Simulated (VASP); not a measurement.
# MgO (P3m1) in VASP: relaxation of cell and atoms with PBE

Aim: the relaxation of cell and atoms of MgO with PBE.

All numbers are computed with VASP 6.6.1; they aren't measurements. Logs are shortened: lines on timing, memory, paths and dates and some standing lists are left out, and cuts for length are marked.

### 1 The cell of the first run

Symmetry: P3m1, No. 156, trigonal system. The conventional cell has a = 3.314 Å, b = 3.314 Å, c = 15.371 Å, α = 90.00°, β = 90.00°, γ = 120.00°. Within 2.5 Å of Mg (site symmetry 3m) lie 4 O at 1.92 to 2.02 Å. Within 2.5 Å of Mg (site symmetry 3m) lie 4 O at 1.92 to 2.02 Å. Mg (site symmetry 3m) has 4 O at 1.92 to 2.02 Å within 2.5 Å. Within 2.5 Å of Mg (site symmetry 3m) lie 4 O at 1.92 to 2.02 Å. Mg (site symmetry 3m) has 4 O at 1.92 to 2.02 Å within 2.5 Å. Within 2.5 Å of Mg (site symmetry 3m) lie 4 O at 1.92 to 2.02 Å. Within 2.5 Å of O (site symmetry 3m) lie 4 Mg at 1.92 to 2.02 Å. Within 2.5 Å of O (site symmetry 3m) lie 4 Mg at 1.92 to 2.02 Å.

### 2 Relaxation of cell and atoms, PBE

Contents of INCAR:

```
PREC     = Accurate       # precision mode
ENCUT    = 600            # plane-wave cutoff, eV
EDIFF    = 1E-7           # SCF threshold, eV
ISMEAR   = 0              # smearing method
SIGMA    = 0.02           # smearing width, eV
LREAL    = F              # projectors in reciprocal space
LASPH    = T              # aspherical terms in the spheres
NELM     = 100            # most SCF steps
ALGO     = Normal         # electronic algorithm
ISIF     = 3              # what is computed and relaxed
LWAVE    = F              # write WAVECAR
LCHARG   = F              # write CHGCAR
GGA      = PE             # functional
IBRION   = 2              # ionic algorithm
NSW      = 65             # ionic steps
EDIFFG   = -0.01          # ionic threshold
```

Contents of KPOINTS:

```
regular mesh
0
Gamma
  12 12 2
```

Contents of POSCAR:

```
MgO
1.0
    3.3137906492      0.0000000000      0.0000000000
   -1.6568953246      2.8698268851      0.0000000000
    0.0000000000      0.0000000000     15.3712649762
Mg O
6 6
Direct
    0.0000000000      0.0000000000      0.0000000000
    0.3333333333      0.6666666667      0.1666666667
    0.0000000000      0.0000000000      0.3333333333
    0.6666666667      0.3333333333      0.5000000000
    0.0000000000      0.0000000000      0.6666666667
    0.3333333333      0.6666666667      0.8333333333
    0.0000000000      0.0000000000      0.1250000000
    0.3333333333      0.6666666667      0.2916666667
    0.0000000000      0.0000000000      0.4583333333
    0.6666666667      0.3333333333      0.6250000000
    0.0000000000      0.0000000000      0.7916666667
    0.3333333333      0.6666666667      0.9583333333
```

Potentials or basis: VASP PAW PBE potentials, release 64 (Mg, O).

Launch:

```
> cat potpaw_PBE.64/Mg/POTCAR potpaw_PBE.64/O/POTCAR > POTCAR
> mpirun -np 1 vasp_std > vasp.out
```

OUTCAR:

```text
PREC = Accurate
   ENCUT = 600
   EDIFF = 1E-7
   ISMEAR = 0
   LREAL = F
   LASPH = T
   NELM = 100
   ISIF = 3
   GGA = PE
   IBRION = 2
   NSW = 65
   EDIFFG = -0.01

 ion  position               nearest neighbor table
   1  0.000  0.000  0.000-   7 1.92  12 2.02  12 2.02  12 2.02   6 3.20   2 3.20   6 3.20   2 3.20
                             2 3.20   6 3.20
   2  0.333  0.667  0.167-   8 1.92   7 2.02   7 2.02   7 2.02   3 3.20   3 3.20   3 3.20   1 3.20
                             1 3.20   1 3.20
   3  0.000  0.000  0.333-   9 1.92   8 2.02   8 2.02   8 2.02   2 3.20   2 3.20   2 3.20   4 3.20
                             4 3.20   4 3.20
   4  0.667  0.333  0.500-  10 1.92   9 2.02   9 2.02   9 2.02   5 3.20   3 3.20   5 3.20   3 3.20
                             3 3.20   5 3.20
   5  0.000  0.000  0.667-  11 1.92  10 2.02  10 2.02  10 2.02   6 3.20   6 3.20   6 3.20   4 3.20
                             4 3.20   4 3.20
   6  0.333  0.667  0.833-  12 1.92  11 2.02  11 2.02  11 2.02   5 3.20   5 3.20   5 3.20   1 3.20
                             1 3.20   1 3.20
   7  0.000  0.000  0.125-   1 1.92   2 2.02   2 2.02   2 2.02
   8  0.333  0.667  0.292-   2 1.92   3 2.02   3 2.02   3 2.02
   9  0.000  0.000  0.458-   3 1.92   4 2.02   4 2.02   4 2.02
  10  0.667  0.333  0.625-   4 1.92   5 2.02   5 2.02   5 2.02
  11  0.000  0.000  0.792-   5 1.92   6 2.02   6 2.02   6 2.02
  12  0.333  0.667  0.958-   6 1.92   1 2.02   1 2.02   1 2.02

  LATTYP: Found a hexagonal cell.
 ALAT       =     3.3137906492
 C/A-ratio  =     4.6385745520

  Lattice vectors:

 A1 = (   3.3137906492,   0.0000000000,   0.0000000000)
 A2 = (  -1.6568953246,   2.8698268851,   0.0000000000)
 A3 = (   0.0000000000,   0.0000000000,  15.3712649762)

Analysis of symmetry for initial positions (statically):
=====================================================================
 Subroutine PRICEL returns:
 Original cell was already a primitive cell.

 Routine SETGRP: Setting up the symmetry group for a
 hexagonal supercell.

 Subroutine GETGRP returns: Found  6 space group operations
 (whereof  6 operations were pure point group operations)
 out of a pool of 24 trial point group operations.

The static configuration has the point symmetry C_3v.

Analysis of symmetry for dynamics (positions and initial velocities):
=====================================================================
 Subroutine PRICEL returns:
 Original cell was already a primitive cell.

 Routine SETGRP: Setting up the symmetry group for a
 hexagonal supercell.

 Subroutine GETGRP returns: Found  6 space group operations
 (whereof  6 operations were pure point group operations)
 out of a pool of 24 trial point group operations.

The dynamic configuration has the point symmetry C_3v.

 Subroutine INISYM returns: Found  6 space group operations
 (whereof  6 operations are pure point group operations),
 and found     1 'primitive' translations

----------------------------------------------------------------------------------------

                                     Primitive cell

  volume of cell :     146.1808

  direct lattice vectors                    reciprocal lattice vectors
     3.313790649  0.000000000  0.000000000     0.301769214  0.174226537  0.000000000
    -1.656895325  2.869826885  0.000000000     0.000000000  0.348453074  0.000000000
     0.000000000  0.000000000 15.371264976     0.000000000  0.000000000  0.065056454

  length of vectors
     3.313790649  3.313790649 15.371264976     0.348453074  0.348453074  0.065056454

  position of ions in fractional coordinates (direct lattice)
     0.000000000  0.000000000  0.000000000
     0.333333333  0.666666667  0.166666667
     0.000000000  0.000000000  0.333333333
     0.666666667  0.333333333  0.500000000
     0.000000000  0.000000000  0.666666667
     0.333333333  0.666666667  0.833333333
     0.000000000  0.000000000  0.125000000
     0.333333333  0.666666667  0.291666667
     0.000000000  0.000000000  0.458333333
     0.666666667  0.333333333  0.625000000
     0.000000000  0.000000000  0.791666667
     0.333333333  0.666666667  0.958333333

  ion indices of the primitive-cell ions
   primitive index   ion index
                 1           1
                 2           2
                 3           3
[... 32 lines left out ...]
 ===========================================

 Found     38 irreducible k-points:

 Following reciprocal coordinates:
            Coordinates               Weight
  0.000000  0.000000  0.000000      1.000000
  0.083333 -0.000000  0.000000      6.000000
  0.166667 -0.000000  0.000000      6.000000
  0.250000 -0.000000  0.000000      6.000000
  0.333333 -0.000000  0.000000      6.000000
  0.416667 -0.000000  0.000000      6.000000
[... 16 lines left out ...]
  0.250000 -0.000000  0.500000      6.000000
  0.333333 -0.000000  0.500000      6.000000
 [... further k-points ...]
   k-points           NKPTS =     38   k-points in BZ     NKDIM =     38   number of bands    NBANDS=     31
   number of dos      NEDOS =    301   number of ions     NIONS =     12
   total plane-waves  NPLWV =  98784
   dimension x,y,z NGX =    28 NGY =   28 NGZ =  126
   dimension x,y,z NGXF=    56 NGYF=   56 NGZF=  252
   ions per type =               6   6
   NGX,Y,Z   is equivalent  to a cutoff of  14.05, 14.05, 13.63 a.u.
   NGXF,Y,Z  is equivalent  to a cutoff of  28.09, 28.09, 27.25 a.u.
 SYSTEM =  unknown system
   PREC   = accura    normal or accurate (medium, high low for compatibility)
   ISTART =      0    job   : 0-new  1-cont  2-samecut
   ICHARG =      2    charge: 1-file 2-atom 10-const
   ISPIN  =      1    spin polarized calculation?
   LNONCOLLINEAR =      F non collinear calculations
   LSORBIT =      F    spin-orbit coupling
   LASPH  =      T    aspherical Exc in radial PAW
   ENCUT  =  600.0 eV  44.10 Ry    6.64 a.u.   6.62  6.62 30.70*2*pi/ulx,y,z
   NELM   =    100;   NELMIN=  2; NELMDL= -5     # of ELM steps
   EDIFF  = 0.1E-06   stopping-criterion for ELM
   LREAL  =      F    real-space projection
   EDIFFG = -.1E-01   stopping-criterion for IOM
   NSW    =     65    number of steps for IOM
   IBRION =      2    ionic relax: 0-MD 1-quasi-New 2-CG
   NFREE  =      1    steps in history (QN), initial steepest desc. (CG)
   ISIF   =      3    stress and relaxation
   ISYM   =      2    0-nonsym 1-usesym 2-fastsym
   POTIM  = 0.5000    time-step for ionic-motion
   TEBEG  =    0.0;   TEEND  =   0.0 temperature during run
   PSTRESS=    0.0 pullay stress
   NELECT =      48.0000    total number of electrons
   NUPDOWN=      -1.0000    fix difference up-down
   EMIN   =  10.00;   EMAX   =-10.00  energy-range for DOS
   EFERMI =   0.00;   METHOD = LEGACY
   ISMEAR =     0;   SIGMA  =   0.02  broadening in eV -4-tet -1-fermi 0-gaus
   EFERMI_NEDOS =   21; number of points for ismear=-14 and -15
   IALGO  =     38    algorithm
   IMIX   =      4    mixing-type and parameters
     AMIX     =   0.40;   BMIX     =  1.00
     AMIX_MAG =   1.60;   BMIX_MAG =  1.00
  volume/ion in A,a.u.               =      12.18        82.21
  Fermi-wavevector in a.u.,A,eV,Ry     =   1.129428  2.134309 17.355687  1.275607
  Thomas-Fermi vector in A             =   2.266121
   LORBIT       =      0    0 simple, 1 ext, 2 COOP (PROOUT), +10 PAW based schemes
   GGA     = PE    functional components
   LHFCALC =     F    Hartree Fock is set to
   AEXX    =    0.0000 exact exchange contribution
   IVDW    =     0    specifies the selected vdW correction
   LEPSILON=     F    determine dielectric tensor
   LRPA    =     F    only Hartree local field effects (RPA)
 conjugate gradient relaxation of ions
 non-spin polarized calculation
 Gauss-broadening in eV      SIGMA  =   0.02
  energy-cutoff  :      600.00
  volume of cell :      146.18
 maximum number of plane-waves:      4931
 NGX is ok and might be reduce to    28
   NGX = 13   NGY = 13   NGZ = 61

--------------------------------------- Ionic step        1  -------------------------------------------

 number of electron      48.0000013 magnetization

 Free energy of the ion-electron system (eV)
  ---------------------------------------------------
  ext. energy  EPLUGINS =         0.00000000
  ---------------------------------------------------
  free energy    TOTEN  =       -70.29678617 eV

  energy without entropy =      -70.29678617  energy(sigma->0) =      -70.29678617

------------------------ aborting loop because EDIFF is reached ----------------------------------------

  FORCE on cell =-STRESS in cart. coord.  units (eV):
  Direction    XX          YY          ZZ          XY          YZ          ZX
  --------------------------------------------------------------------------------------
  -------------------------------------------------------------------------------------
  Total       -2.8223459     -2.8223459      6.8973960     -0.0000000     -0.0000000      0.0000000
  in kB      -30.9335985    -30.9335985     75.5971402     -0.0000000     -0.0000000      0.0000000
  external PRESSURE =       4.5766478 kB  Pullay stress =       0.0000000 kB
[... 119 lines left out ...]
  FREE ENERGIE OF THE ION-ELECTRON SYSTEM (eV)
  ---------------------------------------------------
  free  energy   TOTEN  =       -70.4632481223 eV

  energy  without entropy=      -70.4632481223  energy(sigma->0) =      -70.46324812

[... ionic steps 4 to 10 ...]

--------------------------------------- Ionic step       11  -------------------------------------------

 number of electron      48.0000002 magnetization

------------------------ aborting loop because EDIFF is reached ----------------------------------------
[... 87 lines left out ...]
--------------------------------------- Ionic step       13  -------------------------------------------

 number of electron      48.0000002 magnetization

 Free energy of the ion-electron system (eV)
  ---------------------------------------------------
  ext. energy  EPLUGINS =         0.00000000
  ---------------------------------------------------
  free energy    TOTEN  =       -70.46605748 eV

  energy without entropy =      -70.46605748  energy(sigma->0) =      -70.46605748

 E-fermi :   0.9307     XC(G=0):  -9.6111

 val. band max:        0.7789333237   @ k =   0.0000   0.0000   0.0000
 cond. band min:       4.2361961247   @ k =   0.0000   0.0000   0.0000
 fundamental gap:      3.4572628010
 Fermi energy:         0.9307313540

 k-point     1 :       0.0000    0.0000    0.0000
  band No.  band energies     occupation
      1     -15.2075      2.00000
      2     -15.0358      2.00000
      3     -14.9987      2.00000
      4     -14.7039      2.00000
      5     -14.6733      2.00000
      6     -14.4845      2.00000
[... 805 lines left out ...]
     30       9.0526      0.00000
     31      10.8964      0.00000

 [... further k-points ...]

------------------------ aborting loop because EDIFF is reached ----------------------------------------

  FORCE on cell =-STRESS in cart. coord.  units (eV):
  Direction    XX          YY          ZZ          XY          YZ          ZX
  --------------------------------------------------------------------------------------
  -------------------------------------------------------------------------------------
  Total       -0.0031958     -0.0031958     -0.0360587     -0.0000000      0.0000000      0.0000000
  in kB       -0.0350503     -0.0350503     -0.3954842     -0.0000000      0.0000000      0.0000000
  external PRESSURE =      -0.1551950 kB  Pullay stress =       0.0000000 kB
[... 27 lines left out ...]
  FREE ENERGIE OF THE ION-ELECTRON SYSTEM (eV)
  ---------------------------------------------------
  free  energy   TOTEN  =       -70.4660574758 eV

  energy  without entropy=      -70.4660574758  energy(sigma->0) =      -70.46605748

 reached required accuracy - stopping structural energy minimisation
```

Wall time 16 min (1 thread of AMD EPYC 9R45 (Zen 5), shared host); peak memory 0.39 GiB.

Results:

* Free energy: -70.4661 eV
* Relaxed volume: 12.17 Å³/atom
* Relaxed cell: a = 3.283 Å, b = 3.283 Å, c = 15.650 Å, α = 90.00°, β = 90.00°, γ = 120.00°
* Space group after relaxing (to 0.1 Å): P3m1 (No. 156)
* Energy gained by relaxing: 14.1 meV/atom
* Ionic steps: 13
* Pressure after relaxing: 0.0 GPa
* Largest force after relaxing: 0.003 eV/Å
* Band gap on the k mesh: 3.46 eV

Forces on the atoms (eV/Å):
```
Mg   0.000  0.000 -0.001
Mg   0.000  0.000 -0.001
Mg   0.000  0.000  0.000
Mg   0.000  0.000 -0.002
Mg   0.000  0.000  0.003
Mg   0.000  0.000 -0.002
O    0.000  0.000  0.003
O    0.000  0.000  0.002
O    0.000  0.000  0.000
O    0.000  0.000 -0.001
O    0.000  0.000  0.002
O    0.000  0.000 -0.001
```

Step by step:
| step | energy change (eV) | largest force (eV/Å) | pressure (GPa) | volume (Å³) |
| --- | --- | --- | --- | --- |
| 1 | 0.0000 | 0.8111 | 0.46 | 146.18 |
| 2 | -0.1326 | 0.3271 | -0.48 | 146.84 |
| 3 | -0.1665 | 0.0838 | -0.47 | 146.64 |
| 4 | -0.1664 | 0.0744 | -0.46 | 146.63 |
| 5 | -0.1681 | 0.0454 | 0.09 | 145.93 |
| 6 | -0.1681 | 0.0446 | 0.12 | 145.90 |
| 7 | -0.1685 | 0.0338 | 0.06 | 145.98 |
| 8 | -0.1688 | 0.0407 | -0.03 | 146.09 |
| 9 | -0.1690 | 0.0210 | -0.02 | 146.09 |
| 10 | -0.1691 | 0.0275 | -0.02 | 146.08 |
| 11 | -0.1692 | 0.0203 | 0.01 | 146.04 |
| 12 | -0.1692 | 0.0191 | 0.03 | 146.03 |
| 13 | -0.1693 | 0.0032 | -0.02 | 146.08 |

Final structure:
```
Mg O
1.0
     3.28302    0.00000    0.00000
    -1.64151    2.84318    0.00000
     0.00000    0.00000   15.64995
Mg O
6 6
Direct
  0.00000 0.00000 0.99895
  0.33333 0.66667 0.16461
  0.00000 0.00000 0.33082
  0.66667 0.33333 0.49897
  0.00000 0.00000 0.66515
  0.33333 0.66667 0.83330
  0.00000 0.00000 0.12624
  0.33333 0.66667 0.29194
  0.00000 0.00000 0.45941
  0.66667 0.33333 0.62629
  0.00000 0.00000 0.79373
  0.33333 0.66667 0.96060
```

Levels at points of the mesh, in eV from the valence-band top:
```csv
k point,band 20,band 21,band 22,band 23,band 24,band 25,band 26,band 27,band 28,band 29
"(0.00, 0.00, 0.00)",-0.21,-0.21,-0.12,-0.12,0.00,3.46,4.77,4.81,6.88,6.94
"(0.50, 0.00, 0.00)",-0.53,-0.50,-0.47,-0.40,-0.29,6.76,6.91,7.52,7.71,8.14
"(0.00, 0.00, 0.50)",-0.28,-0.20,-0.20,-0.12,-0.12,3.82,3.92,5.81,5.89,7.84
"(0.50, 0.00, 0.50)",-0.63,-0.53,-0.39,-0.36,-0.31,6.71,6.96,7.54,7.76,8.13
```

A k mesh can miss the band edges.
